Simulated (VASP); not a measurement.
# SnTe (Fm-3m) in VASP: settings compared

SnTe is run at these levels: PBEsol, LDA; tasks: single point.

Program: VASP 6.6.1. These are calculated values, not measurements. Logs are shortened: lines on timing, memory, paths and dates and some standing lists are left out, and cuts for length are marked.

## Step 1: The cell of the first run

It takes space group Fm-3m (No. 225, cubic). Conventional cell: a = 6.285 Å, b = 6.285 Å, c = 6.285 Å, α = 90.00°, β = 90.00°, γ = 90.00°. Te (site symmetry m-3m) has 6 Sn at 3.14 Å within 4.1 Å. Within 4.1 Å of Sn (site symmetry m-3m) lie 6 Te at 3.14 Å.

## Step 2: Single point, PBEsol

Contents of INCAR:

```
SYSTEM = SnTe
ALGO = Normal
EDIFF = 1E-6
ENCUT = 520
GGA = PS
ISIF = 2
ISMEAR = -1
LASPH = .True.
LCHARG = .False.
LREAL = .False.
LWAVE = .False.
NBANDS = 17
NELM = 60
PREC = Accurate
SIGMA = 0.05
```

Contents of KPOINTS:

```
k-points
0
Gamma
  7 7 7
  0 0 0
```

Contents of POSCAR:

```
SnTe
1.0
    0.0000000000      3.1422553140      3.1422553140
    3.1422553140      0.0000000000      3.1422553140
    3.1422553140      3.1422553140      0.0000000000
Te Sn
1 1
Direct
    0.5000000000      0.5000000000      0.5000000000
    0.0000000000      0.0000000000      0.0000000000
```

Potentials or basis: VASP PAW PBE potentials, release 64 (Te, Sn_d).

Started as:

```
$ cat potpaw_PBE.64/Te/POTCAR potpaw_PBE.64/Sn_d/POTCAR > POTCAR
$ mpirun -np 1 vasp_std > vasp.out
```

OUTCAR:

```text
SYSTEM = SnTe
   EDIFF = 1E-6
   ENCUT = 520
   GGA = PS
   ISIF = 2
   ISMEAR = -1
   LASPH = .True.
   LREAL = .False.
   NELM = 60
   PREC = Accurate

 ion  position               nearest neighbor table
   1  0.500  0.500  0.500-   2 3.14   2 3.14   2 3.14   2 3.14   2 3.14   2 3.14
   2  0.000  0.000  0.000-   1 3.14   1 3.14   1 3.14   1 3.14   1 3.14   1 3.14

  LATTYP: Found a face centered cubic cell.
 ALAT       =     6.2845106280

  Lattice vectors:

 A1 = (   0.0000000000,   3.1422553140,   3.1422553140)
 A2 = (   3.1422553140,   0.0000000000,   3.1422553140)
 A3 = (   3.1422553140,   3.1422553140,   0.0000000000)

Analysis of symmetry for initial positions (statically):
[... 33 lines left out ...]
                                     Primitive cell

  volume of cell :      62.0518

  direct lattice vectors                    reciprocal lattice vectors
     0.000000000  3.142255314  3.142255314    -0.159121379  0.159121379  0.159121379
     3.142255314  0.000000000  3.142255314     0.159121379 -0.159121379  0.159121379
     3.142255314  3.142255314  0.000000000     0.159121379  0.159121379 -0.159121379

  length of vectors
     4.443820081  4.443820081  4.443820081     0.275606314  0.275606314  0.275606314

  position of ions in fractional coordinates (direct lattice)
     0.500000000  0.500000000  0.500000000
     0.000000000  0.000000000  0.000000000

  ion indices of the primitive-cell ions
   primitive index   ion index
                 1           1
                 2           2

----------------------------------------------------------------------------------------

 KPOINTS: k-points

Automatic generation of k-mesh.
 Grid dimensions read from file:
 generate k-points for:    7    7    7

 Generating k-lattice:

  Cartesian coordinates                     Fractional coordinates (reciprocal lattice)
    -0.022731626  0.022731626  0.022731626     0.142857143  0.000000000  0.000000000
     0.022731626 -0.022731626  0.022731626     0.000000000  0.142857143  0.000000000
     0.022731626  0.022731626 -0.022731626     0.000000000  0.000000000  0.142857143

  Length of vectors
     0.039372331  0.039372331  0.039372331

  Shift w.r.t. Gamma in fractional coordinates (k-lattice)
     0.000000000  0.000000000  0.000000000

 Subroutine IBZKPT returns following result:
 ===========================================
[... 36 lines left out ...]
   ICHARG =      2    charge: 1-file 2-atom 10-const
   ISPIN  =      1    spin polarized calculation?
   LNONCOLLINEAR =      F non collinear calculations
   LSORBIT =      F    spin-orbit coupling
   LASPH  =      T    aspherical Exc in radial PAW
   ENCUT  =  520.0 eV  38.22 Ry    6.18 a.u.   8.26  8.26  8.26*2*pi/ulx,y,z
   NELM   =     60;   NELMIN=  2; NELMDL= -5     # of ELM steps
   EDIFF  = 0.1E-05   stopping-criterion for ELM
   LREAL  =      F    real-space projection
   EDIFFG = 0.1E-04   stopping-criterion for IOM
   NSW    =      0    number of steps for IOM
   IBRION =     -1    ionic relax: 0-MD 1-quasi-New 2-CG
   NFREE  =      0    steps in history (QN), initial steepest desc. (CG)
   ISIF   =      2    stress and relaxation
   ISYM   =      2    0-nonsym 1-usesym 2-fastsym
   POTIM  = 0.5000    time-step for ionic-motion
   TEBEG  =    0.0;   TEEND  =   0.0 temperature during run
   PSTRESS=    0.0 pullay stress
   NELECT =      20.0000    total number of electrons
   NUPDOWN=      -1.0000    fix difference up-down
   EMIN   =  10.00;   EMAX   =-10.00  energy-range for DOS
   EFERMI =   0.00;   METHOD = LEGACY
   ISMEAR =    -1;   SIGMA  =   0.05  broadening in eV -4-tet -1-fermi 0-gaus
   EFERMI_NEDOS =   21; number of points for ismear=-14 and -15
   IALGO  =     38    algorithm
   IMIX   =      4    mixing-type and parameters
     AMIX     =   0.40;   BMIX     =  1.00
     AMIX_MAG =   1.60;   BMIX_MAG =  1.00
  volume/ion in A,a.u.               =      31.03       209.37
  Fermi-wavevector in a.u.,A,eV,Ry     =   1.122449  2.121121 17.141874  1.259892
  Thomas-Fermi vector in A             =   2.259109
   LORBIT       =      0    0 simple, 1 ext, 2 COOP (PROOUT), +10 PAW based schemes
   GGA     = PS    functional components
   LHFCALC =     F    Hartree Fock is set to
   AEXX    =    0.0000 exact exchange contribution
   IVDW    =     0    specifies the selected vdW correction
   LEPSILON=     F    determine dielectric tensor
   LRPA    =     F    only Hartree local field effects (RPA)
 non-spin polarized calculation
  energy-cutoff  :      520.00
  volume of cell :       62.05
 maximum number of plane-waves:      1690
 NGX is ok and might be reduce to    36
   NGX = 17   NGY = 17   NGZ = 17

 number of electron      19.9999998 magnetization

 Free energy of the ion-electron system (eV)
  ---------------------------------------------------
  ext. energy  EPLUGINS =         0.00000000
  ---------------------------------------------------
  free energy    TOTEN  =        -8.34492294 eV

  energy without entropy =       -8.34485075  energy(sigma->0) =       -8.34488684

 E-fermi :   6.9478     XC(G=0):  -9.6917

 val. band max:        6.6285290145   @ k =   0.4286   0.0000   0.0000
 cond. band min:       7.2950352375   @ k =   0.4286   0.0000   0.0000
 fundamental gap:      0.6665062230
 Fermi energy:         6.9477604265

 k-point     1 :       0.0000    0.0000    0.0000
  band No.  band energies     occupation
      1     -14.8797      2.00000
      2     -14.8797      2.00000
      3     -14.8721      2.00000
      4     -14.8721      2.00000
      5     -14.8721      2.00000
      6      -5.9795      2.00000
[... 377 lines left out ...]
      4     -14.8667      2.00000
      5     -14.8612      2.00000
      6      -4.3067      2.00000
[... 9 lines left out ...]
     16      16.6825      0.00000
     17      17.3478      0.00000

------------------------ aborting loop because EDIFF is reached ----------------------------------------

  FORCE on cell =-STRESS in cart. coord.  units (eV):
  Direction    XX          YY          ZZ          XY          YZ          ZX
  --------------------------------------------------------------------------------------
  -------------------------------------------------------------------------------------
  Total       -0.0089195     -0.0089195     -0.0089195      0.0000000      0.0000000      0.0000000
  in kB       -0.2303010     -0.2303010     -0.2303010      0.0000000      0.0000000      0.0000000
  external PRESSURE =      -0.2303010 kB  Pullay stress =       0.0000000 kB

 VOLUME and BASIS-vectors are now :
 -----------------------------------------------------------------------------
  energy-cutoff  :      520.00
  volume of cell :       62.05
      direct lattice vectors                 reciprocal lattice vectors
     0.000000000  3.142255314  3.142255314    -0.159121379  0.159121379  0.159121379
     3.142255314  0.000000000  3.142255314     0.159121379 -0.159121379  0.159121379
     3.142255314  3.142255314  0.000000000     0.159121379  0.159121379 -0.159121379

 POSITION                                       TOTAL-FORCE (eV/Angst)
 -----------------------------------------------------------------------------------
      3.14226      3.14226      3.14226         0.000000     -0.000000      0.000000
      0.00000      0.00000      0.00000        -0.000000      0.000000     -0.000000
 -----------------------------------------------------------------------------------
    total drift:                               -0.000000      0.000000      0.000000

  FREE ENERGIE OF THE ION-ELECTRON SYSTEM (eV)
  ---------------------------------------------------
  free  energy   TOTEN  =        -8.3449229365 eV

  energy  without entropy=       -8.3448507533  energy(sigma->0) =       -8.34488684
```

OSZICAR:

```text
N       E                     dE             d eps       ncg     rms          rms(c)
DAV:   1     0.128387260213E+03    0.12839E+03   -0.94268E+03   683   0.134E+03
DAV:   2     0.401395026677E+01   -0.12437E+03   -0.12102E+03   704   0.341E+02
DAV:   3    -0.803866593065E+01   -0.12053E+02   -0.11922E+02   869   0.909E+01
DAV:   4    -0.838476369682E+01   -0.34610E+00   -0.34582E+00   785   0.160E+01
DAV:   5    -0.839811153294E+01   -0.13348E-01   -0.13347E-01  1003   0.315E+00    0.496E+00
DAV:   6    -0.834749727156E+01    0.50614E-01   -0.11043E-01   920   0.261E+00    0.315E+00
DAV:   7    -0.834558723691E+01    0.19100E-02   -0.44008E-02   833   0.128E+00    0.699E-01
DAV:   8    -0.834487573561E+01    0.71150E-03   -0.69796E-03   872   0.700E-01    0.162E-01
DAV:   9    -0.834494792451E+01   -0.72189E-04   -0.57254E-04   902   0.211E-01    0.411E-02
DAV:  10    -0.834492378992E+01    0.24135E-04   -0.78790E-05   912   0.810E-02    0.206E-02
DAV:  11    -0.834492310982E+01    0.68010E-06   -0.29852E-05   903   0.450E-02    0.237E-02
DAV:  12    -0.834492293652E+01    0.17330E-06   -0.23783E-06   698   0.136E-02
   1 F= -.83449229E+01 E0= -.83448868E+01  d E =-.721832E-04
```

stdout:

```text
POSCAR found type information on POSCAR TeSn
 POSCAR found :  2 types and       2 ions
 scaLAPACK will be used
 -----------------------------------------------------------------------------
|                                                                             |
|                                                                             |
|     You enforced a specific xc type in the INCAR file but a different       |
|     I HOPE YOU KNOW WHAT YOU ARE DOING!                                     |
|                                                                             |
 -----------------------------------------------------------------------------

 LDA part: xc-table for (Slater+PW92), standard interpolation
 POSCAR, INCAR and KPOINTS ok, starting setup
 FFT: planning ... GRIDC
 FFT: planning ... GRID_SOFT
 FFT: planning ... GRID
 WAVECAR not read
 entering main loop
```

It took 12 s on 1 thread of Intel Xeon 6975P-C (Granite Rapids), shared host; peak memory 0.2 GiB.

What came out:

```
Free energy : -8.3449 eV
Pressure    : 0.0 GPa
```

Levels at points of the mesh, in eV from the Fermi level:
```tsv
k point	band 8	band 9	band 10	band 11	band 12	band 13
(0.00, 0.00, 0.00)	-2.20	-2.20	-2.20	3.31	3.31	3.31
```

Caveat: this odd mesh misses L, where the gap lies, so gap, dielectric constants and Born charges aren't listed; the PAW data sets were made with another functional, which shifts forces and pressure a little; spin-orbit coupling is left out, which moves the levels of the heavy elements.

## Step 3: Single point, LDA

This run uses another cell than the first one, of 31.28 Å³/atom, 1.008 times its volume.

Contents of INCAR:

```
SYSTEM = SnTe
ALGO = Normal ; EDIFF = 1E-6
ENCUT = 520 ; GGA = CA
ISIF = 2 ; ISMEAR = -1
LASPH = .TRUE. ; LCHARG = .FALSE.
LREAL = .FALSE. ; LWAVE = .FALSE.
NBANDS = 17 ; NELM = 80
PREC = Accurate ; SIGMA = 0.05
```

Contents of KPOINTS:

```
k-points
0
G
  7 7 7
  0 0 0
```

Contents of POSCAR:

```
SnTe
1.0
    0.0000000000      3.1508500000      3.1508500000
    3.1508500000      0.0000000000      3.1508500000
    3.1508500000      3.1508500000      0.0000000000
Te Sn
1 1
Direct
    0.5000000000      0.5000000000      0.5000000000
    0.0000000000      0.0000000000      0.0000000000
```

Potentials or basis: VASP PAW LDA potentials, release 64 (Te, Sn_d).

Started as:

```
$ cat potpaw_LDA.64/Te/POTCAR potpaw_LDA.64/Sn_d/POTCAR > POTCAR
$ mpirun -np 1 vasp_std > vasp.out
```

Run time: 10 s. Hardware: 1 thread of Intel Xeon 6975P-C (Granite Rapids), shared host; peak memory 0.17 GiB.

It converged, with:

```yaml
Free_energy: -8.8296 eV
Pressure: -1.5 GPa
```

Levels at points of the mesh, in eV from the Fermi level:
```csv
k point,band 7,band 8,band 9,band 10,band 11,band 12,band 13,band 14
"(0.00, 0.00, 0.00)",-4.82,-2.15,-2.15,-2.15,3.26,3.26,3.26,4.75
```

Caveat: this odd mesh misses L, where the gap lies, so gap, dielectric constants and Born charges aren't listed; spin-orbit coupling is left out, which moves the levels of the heavy elements.
